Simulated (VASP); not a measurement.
# HfAl3N (P-62m) in VASP: notebook

HfAl3N is run at these levels: PBE; tasks: single point, relaxation of cell and atoms.

Everything below comes from runs of VASP 6.6.1. Logs are shortened: lines on timing, memory, paths and dates and some standing lists are left out, and cuts for length are marked.

## (1) The cell of the first run

It takes space group P-62m (No. 189, hexagonal). The conventional cell has a = 4.925 Å, b = 4.925 Å, c = 4.472 Å, α = 90.00°, β = 90.00°, γ = 120.00°. Within 3.0 Å of Hf (site symmetry -62m) lie 2 N at 2.24 Å and 6 Al at 2.30 to 2.62 Å. Al (site symmetry m2m) has 2 Hf at 2.30 to 2.62 Å and 4 Al at 2.48 Å within 3.0 Å. Within 3.0 Å of N (site symmetry -62m) lie 2 Hf at 2.24 Å.

The cell was built from a structure type or drawn by symmetry, and may not be a known phase.

## (2) Single point, PBE

INCAR reads:

```
PREC = Accurate
ENCUT = 520
EDIFF = 1E-6
ISMEAR = 0
SIGMA = 0.1
LREAL = False
LASPH = True
NELM = 100
ALGO = Normal
ISIF = 2
LWAVE = False
LCHARG = True
GGA = PE
LELF = True
LVHAR = True
NBANDS = 20
```

KPOINTS reads:

```
regular mesh
0
Gamma
  6 6 4
```

POSCAR reads:

```
HfAl3N
1.0
    4.9254176800      0.0000000000      0.0000000000
   -2.4627088400      4.2655368300      0.0000000000
    0.0000000000      0.0000000000      4.4722567600
Hf Al N
1 3 1
Direct
    0.0000000000      0.0000000000      0.5000000000
    0.5324135700      0.0000000000      0.5000000000
    0.0000000000      0.5324135700      0.5000000000
    0.4675864300      0.4675864300      0.5000000000
    0.0000000000      0.0000000000      0.0000000000
```

Potentials or basis: VASP PAW PBE potentials, release 64 (Hf_pv, Al, N).

Command:

```console
$ cat potpaw_PBE.64/Hf_pv/POTCAR potpaw_PBE.64/Al/POTCAR potpaw_PBE.64/N/POTCAR > POTCAR
$ mpirun -np 1 vasp_std > vasp.out
```

OUTCAR:

```text
PREC = Accurate
   ENCUT = 520
   EDIFF = 1E-6
   ISMEAR = 0
   LREAL = False
   LASPH = True
   NELM = 100
   ISIF = 2
   GGA = PE

 ion  position               nearest neighbor table
   1  0.000  0.000  0.500-   5 2.24   5 2.24   3 2.30   4 2.30   2 2.30   3 2.62   4 2.62   2 2.62

   2  0.532  0.000  0.500-   1 2.30   3 2.48   4 2.48   4 2.48   3 2.48   1 2.62
   3  0.000  0.532  0.500-   1 2.30   2 2.48   2 2.48   4 2.48   4 2.48   1 2.62
   4  0.468  0.468  0.500-   1 2.30   2 2.48   2 2.48   3 2.48   3 2.48   1 2.62
   5  0.000  0.000  0.000-   1 2.24   1 2.24

  LATTYP: Found a hexagonal cell.
 ALAT       =     4.9254176800
 C/A-ratio  =     0.9079954332

  Lattice vectors:

 A1 = (   4.9254176800,   0.0000000000,   0.0000000000)
 A2 = (  -2.4627088400,   4.2655368300,   0.0000000000)
 A3 = (   0.0000000000,   0.0000000000,   4.4722567600)

Analysis of symmetry for initial positions (statically):
=====================================================================
 Subroutine PRICEL returns:
 Original cell was already a primitive cell.

 Routine SETGRP: Setting up the symmetry group for a
 hexagonal supercell.

 Subroutine GETGRP returns: Found 12 space group operations
 (whereof 12 operations were pure point group operations)
 out of a pool of 24 trial point group operations.

The static configuration has the point symmetry D_3h.

Analysis of symmetry for dynamics (positions and initial velocities):
=====================================================================
 Subroutine PRICEL returns:
 Original cell was already a primitive cell.

 Routine SETGRP: Setting up the symmetry group for a
 hexagonal supercell.

 Subroutine GETGRP returns: Found 12 space group operations
 (whereof 12 operations were pure point group operations)
 out of a pool of 24 trial point group operations.

The dynamic configuration has the point symmetry D_3h.

 Subroutine INISYM returns: Found 12 space group operations
 (whereof 12 operations are pure point group operations),
 and found     1 'primitive' translations

----------------------------------------------------------------------------------------

                                     Primitive cell

  volume of cell :      93.9601

  direct lattice vectors                    reciprocal lattice vectors
     4.925417680  0.000000000  0.000000000     0.203028467  0.117218540  0.000000000
    -2.462708840  4.265536830  0.000000000     0.000000000  0.234437080  0.000000000
     0.000000000  0.000000000  4.472256760     0.000000000  0.000000000  0.223600758

  length of vectors
     4.925417680  4.925417676  4.472256760     0.234437080  0.234437080  0.223600758

  position of ions in fractional coordinates (direct lattice)
     0.000000000  0.000000000  0.500000000
     0.532413570  0.000000000  0.500000000
     0.000000000  0.532413570  0.500000000
     0.467586430  0.467586430  0.500000000
     0.000000000  0.000000000  0.000000000

  ion indices of the primitive-cell ions
   primitive index   ion index
                 1           1
                 2           2
                 3           3
                 4           4
                 5           5

----------------------------------------------------------------------------------------

 KPOINTS: regular mesh

Automatic generation of k-mesh.
 Grid dimensions read from file:
 generate k-points for:    6    6    4

 Generating k-lattice:

  Cartesian coordinates                     Fractional coordinates (reciprocal lattice)
     0.033838078  0.019536423  0.000000000     0.166666667  0.000000000  0.000000000
     0.000000000  0.039072847  0.000000000     0.000000000  0.166666667  0.000000000
     0.000000000  0.000000000  0.055900189     0.000000000  0.000000000  0.250000000

  Length of vectors
     0.039072847  0.039072847  0.055900189

  Shift w.r.t. Gamma in fractional coordinates (k-lattice)
     0.000000000  0.000000000  0.000000000

 Subroutine IBZKPT returns following result:
 ===========================================

 Found     21 irreducible k-points:

 Following reciprocal coordinates:
            Coordinates               Weight
  0.000000  0.000000  0.000000      1.000000
  0.166667  0.000000  0.000000      6.000000
  0.333333  0.000000  0.000000      6.000000
  0.500000  0.000000  0.000000      3.000000
  0.166667  0.166667  0.000000      6.000000
  0.333333  0.166667  0.000000     12.000000
[... 13 lines left out ...]
  0.333333  0.166667  0.500000     12.000000
  0.333333  0.333333  0.500000      2.000000
   k-points           NKPTS =     21   k-points in BZ     NKDIM =     21   number of bands    NBANDS=     20
   number of dos      NEDOS =    301   number of ions     NIONS =      5
   total plane-waves  NPLWV =  57600
   dimension x,y,z NGX =    40 NGY =   40 NGZ =   36
   dimension x,y,z NGXF=    80 NGYF=   80 NGZF=   72
   ions per type =               1   3   1
   NGX,Y,Z   is equivalent  to a cutoff of  13.50, 13.50, 13.38 a.u.
   NGXF,Y,Z  is equivalent  to a cutoff of  27.00, 27.00, 26.76 a.u.
 SYSTEM =  unknown system
   PREC   = accura    normal or accurate (medium, high low for compatibility)
   ISTART =      0    job   : 0-new  1-cont  2-samecut
   ICHARG =      2    charge: 1-file 2-atom 10-const
   ISPIN  =      1    spin polarized calculation?
   LNONCOLLINEAR =      F non collinear calculations
   LSORBIT =      F    spin-orbit coupling
   LASPH  =      T    aspherical Exc in radial PAW
   ENCUT  =  520.0 eV  38.22 Ry    6.18 a.u.   9.16  9.16  8.32*2*pi/ulx,y,z
   NELM   =    100;   NELMIN=  2; NELMDL= -5     # of ELM steps
   EDIFF  = 0.1E-05   stopping-criterion for ELM
   LREAL  =      F    real-space projection
   EDIFFG = 0.1E-04   stopping-criterion for IOM
   NSW    =      0    number of steps for IOM
   IBRION =     -1    ionic relax: 0-MD 1-quasi-New 2-CG
   NFREE  =      0    steps in history (QN), initial steepest desc. (CG)
   ISIF   =      2    stress and relaxation
   ISYM   =      2    0-nonsym 1-usesym 2-fastsym
   POTIM  = 0.5000    time-step for ionic-motion
   TEBEG  =    0.0;   TEEND  =   0.0 temperature during run
   PSTRESS=    0.0 pullay stress
   NELECT =      24.0000    total number of electrons
   NUPDOWN=      -1.0000    fix difference up-down
   EMIN   =  10.00;   EMAX   =-10.00  energy-range for DOS
   EFERMI =   0.00;   METHOD = LEGACY
   ISMEAR =     0;   SIGMA  =   0.10  broadening in eV -4-tet -1-fermi 0-gaus
   EFERMI_NEDOS =   21; number of points for ismear=-14 and -15
   IALGO  =     38    algorithm
   IMIX   =      4    mixing-type and parameters
     AMIX     =   0.40;   BMIX     =  1.00
     AMIX_MAG =   1.60;   BMIX_MAG =  1.00
  volume/ion in A,a.u.               =      18.79       126.81
  Fermi-wavevector in a.u.,A,eV,Ry     =   1.038717  1.962891 14.679787  1.078934
  Thomas-Fermi vector in A             =   2.173215
   LORBIT       =      0    0 simple, 1 ext, 2 COOP (PROOUT), +10 PAW based schemes
   GGA     = PE    functional components
   LHFCALC =     F    Hartree Fock is set to
   AEXX    =    0.0000 exact exchange contribution
   IVDW    =     0    specifies the selected vdW correction
   LEPSILON=     F    determine dielectric tensor
   LRPA    =     F    only Hartree local field effects (RPA)
 non-spin polarized calculation
 Gauss-broadening in eV      SIGMA  =   0.10
  energy-cutoff  :      520.00
  volume of cell :       93.96
 maximum number of plane-waves:      2545
 NGX is ok and might be reduce to    40
   NGX = 19   NGY = 19   NGZ = 17

 number of electron      23.9999999 magnetization

 Free energy of the ion-electron system (eV)
  ---------------------------------------------------
  ext. energy  EPLUGINS =         0.00000000
  ---------------------------------------------------
  free energy    TOTEN  =       -22.98326974 eV

  energy without entropy =      -22.96910632  energy(sigma->0) =      -22.97618803

 E-fermi :   4.2204     XC(G=0):  -9.3980

 val. band max:        4.1890301733   @ k =   0.1667   0.0000   0.2500
 cond. band min:       4.2420534586   @ k =   0.3333   0.3333   0.0000
 fundamental gap:      0.0530232853
 Fermi energy:         4.2203597531

 k-point     1 :       0.0000    0.0000    0.0000
  band No.  band energies     occupation
      1     -25.0722      2.00000
      2     -25.0722      2.00000
      3     -24.6989      2.00000
      4      -8.6800      2.00000
      5      -4.5285      2.00000
      6       1.2495      2.00000
[... 12 lines left out ...]
     19      10.2787      0.00000
     20      10.2788      0.00000

 k-point     2 :       0.1667    0.0000    0.0000
  band No.  band energies     occupation
      1     -25.0776      2.00000
      2     -25.0739      2.00000
      3     -24.6989      2.00000
      4      -8.6593      2.00000
      5      -4.2927      2.00000
      6      -0.2075      2.00000
[... 12 lines left out ...]
     19       9.3052      0.00000
     20      10.5719      0.00000

 k-point     3 :       0.3333    0.0000    0.0000
  band No.  band energies     occupation
      1     -25.0882      2.00000
      2     -25.0772      2.00000
      3     -24.6988      2.00000
      4      -8.6189      2.00000
      5      -3.6172      2.00000
      6      -1.4427      2.00000
[... 12 lines left out ...]
     19       9.4832      0.00000
     20      10.6148      0.00000

 k-point     4 :       0.5000    0.0000    0.0000
  band No.  band energies     occupation
      1     -25.0935      2.00000
      2     -25.0789      2.00000
      3     -24.6987      2.00000
      4      -8.5993      2.00000
      5      -2.7564      2.00000
      6      -2.4390      2.00000
[... 360 lines left out ...]
 k-point    20 :       0.3333    0.1667    0.5000
  band No.  band energies     occupation
      1     -25.0893      2.00000
      2     -25.0797      2.00000
      3     -24.7344      2.00000
      4      -7.8398      2.00000
      5      -2.8211      2.00000
      6      -1.7051      2.00000
[... 12 lines left out ...]
     19       9.9615      0.00000
     20      10.5249      0.00000

 k-point    21 :       0.3333    0.3333    0.5000
  band No.  band energies     occupation
      1     -25.0863      2.00000
      2     -25.0863      2.00000
      3     -24.7344      2.00000
      4      -7.8351      2.00000
      5      -1.9999      2.00000
      6      -1.9999      2.00000
[... 12 lines left out ...]
     19       9.1145      0.00000
     20       9.3776      0.00000

------------------------ aborting loop because EDIFF is reached ----------------------------------------

  FORCE on cell =-STRESS in cart. coord.  units (eV):
  Direction    XX          YY          ZZ          XY          YZ          ZX
  --------------------------------------------------------------------------------------
  -------------------------------------------------------------------------------------
  Total       28.0059403     28.0059402     -9.3388336      0.0000000      0.0000000      0.0000000
  in kB      477.5482419    477.5482407   -159.2427727      0.0000000      0.0000000      0.0000000
  external PRESSURE =     265.2845700 kB  Pullay stress =       0.0000000 kB

 VOLUME and BASIS-vectors are now :
 -----------------------------------------------------------------------------
  energy-cutoff  :      520.00
  volume of cell :       93.96
      direct lattice vectors                 reciprocal lattice vectors
     4.925417680  0.000000000  0.000000000     0.203028467  0.117218540  0.000000000
    -2.462708840  4.265536830  0.000000000     0.000000000  0.234437080  0.000000000
     0.000000000  0.000000000  4.472256760     0.000000000  0.000000000  0.223600758

 POSITION                                       TOTAL-FORCE (eV/Angst)
 -----------------------------------------------------------------------------------
      0.00000      0.00000      2.23613        -0.000000     -0.000000     -0.000000
      2.62236      0.00000      2.23613        -3.346595     -0.000000      0.000000
     -1.31118      2.27103      2.23613         1.673298     -2.898236     -0.000000
      1.15153      1.99451      2.23613         1.673298      2.898236     -0.000000
      0.00000      0.00000      0.00000        -0.000000     -0.000000     -0.000000
 -----------------------------------------------------------------------------------
    total drift:                               -0.000001     -0.000002      0.000001

  FREE ENERGIE OF THE ION-ELECTRON SYSTEM (eV)
  ---------------------------------------------------
  free  energy   TOTEN  =       -22.9832697433 eV

  energy  without entropy=      -22.9691063196  energy(sigma->0) =      -22.97618803
```

It took 27 s on 1 thread of Intel Xeon 6975P-C (Granite Rapids), shared host; peak memory 0.24 GiB.

What came out:

```
Free energy            : -22.9833 eV
Pressure               : 26.5 GPa
Largest force          : 3.347 eV/Å
Band gap on the k mesh : zero (bands 12 and 13 overlap by 1.54 eV)
```

Forces in eV/Å, atoms in the order of the input:
```
Hf   0.000  0.000  0.000
Al  -3.347  0.000  0.000
Al   1.673 -2.898  0.000
Al   1.673  2.898  0.000
N    0.000  0.000  0.000
```

Levels at points of the mesh, in eV from the Fermi level:
```
           k point  band 9  band 10  band 11  band 12  band 13  band 14  band 15  band 16
(0.00, 0.00, 0.00)   -1.83    -1.68    -1.68     0.94     1.58     1.58     1.58     1.58
(0.50, 0.00, 0.00)   -1.25    -1.06    -0.85    -0.73     0.25     1.13     2.44     3.05
(0.00, 0.00, 0.50)   -2.70    -2.20    -2.20    -1.87     0.61     0.61     3.44     3.89
(0.50, 0.00, 0.50)   -2.53    -2.44    -1.38    -0.84     0.31     1.46     3.14     3.50
```

Caveat: the cell stands under pressure; spin-orbit coupling is left out, which moves the levels of the heavy elements; forces of over 1 eV/Å act on the atoms, so gaps and moduli don't describe the material at rest.

## (3) Relaxation of cell and atoms, PBE

INCAR reads:

```
SYSTEM = HfAl3N
  PREC = Accurate
  ENCUT = 600
  EDIFF = 1E-6
  ISMEAR = 0
  SIGMA = 0.1
  LREAL = .False.
  LASPH = .True.
  NELM = 100
  ALGO = Normal
  ISIF = 3
  LWAVE = .False.
  LCHARG = .False.
  GGA = PE
  IBRION = 2
  NSW = 90
  EDIFFG = -0.04
```

KPOINTS reads:

```
regular mesh
0
Gamma
  6 6 4
  0 0 0
```

POSCAR is that of step 2.

Potentials or basis: VASP PAW PBE potentials, release 64 (Hf_pv, Al, N).

Command:

```console
$ cat potpaw_PBE.64/Hf_pv/POTCAR potpaw_PBE.64/Al/POTCAR potpaw_PBE.64/N/POTCAR > POTCAR
$ mpirun -np 1 vasp_std > vasp.out
```

Run time: 2.5 min. Hardware: 1 thread of Intel Xeon 6975P-C (Granite Rapids), shared host; peak memory 0.27 GiB.

It converged, with:

```
Free energy                           : -27.6123 eV
Relaxed volume                        : 23.14 Å³/atom
Relaxed cell                          : a = 5.675 Å, b = 5.675 Å, c = 4.148 Å, α = 90.00°, β = 90.00°, γ = 120.00°
Space group after relaxing (to 0.1 Å) : P6/mmm (No. 191)
Energy gained by relaxing             : 925.4 meV/atom
Ionic steps                           : 9
Pressure after relaxing               : 0.1 GPa
Band gap on the k mesh                : zero (bands 12 and 13 overlap by 1.55 eV)
```

Stress tensor (GPa, compression positive):
```
0.14 0.00 0.00
0.00 0.14 0.00
0.00 0.00 0.03
```

The path:
```csv
step,energy change (eV),largest force (eV/Å),pressure (GPa),volume (Å³)
1,0.0000,3.3465,26.51,93.96
2,-3.6997,0.0052,-6.49,137.89
3,-4.5522,0.3482,-2.62,120.57
4,-4.5529,0.3706,-2.38,120.03
5,-4.5514,0.3936,-2.13,119.50
6,-4.5988,0.2925,1.11,114.46
7,-4.6045,0.3176,0.27,115.65
8,-4.6171,0.2109,0.19,115.66
9,-4.6269,0.0008,0.10,115.68
```

Final structure:
```
Hf Al N
1.0
     5.67489    0.00000    0.00000
    -2.83745    4.91460    0.00000
     0.00000    0.00000    4.14772
Hf Al N
1 3 1
Cartesian
  0.0000 0.0000 2.0739
  2.8373 0.0000 2.0739
  -1.4187 2.4572 2.0739
  1.4188 2.4574 2.0739
  0.0000 0.0000 0.0000
```

Levels at points of the mesh, in eV from the Fermi level:
| k point | band 9 | band 10 | band 11 | band 12 | band 13 | band 14 | band 15 | band 16 |
| --- | --- | --- | --- | --- | --- | --- | --- | --- |
| (0.00, 0.00, 0.00) | -2.01 | -2.01 | -0.48 | 1.10 | 1.10 | 1.80 | 2.17 | 2.48 |
| (0.50, 0.00, 0.00) | -0.70 | -0.30 | -0.29 | -0.10 | 0.96 | 2.17 | 2.50 | 3.15 |
| (0.00, 0.00, 0.50) | -2.19 | -2.19 | -2.02 | -1.75 | -0.14 | -0.14 | 2.51 | 2.51 |
| (0.50, 0.00, 0.50) | -2.50 | -2.14 | -2.02 | -0.06 | -0.02 | 0.69 | 2.74 | 3.08 |

Caveat: the volume moved by over 15 % at a fixed basis, so the end points are rough; spin-orbit coupling is left out, which moves the levels of the heavy elements.
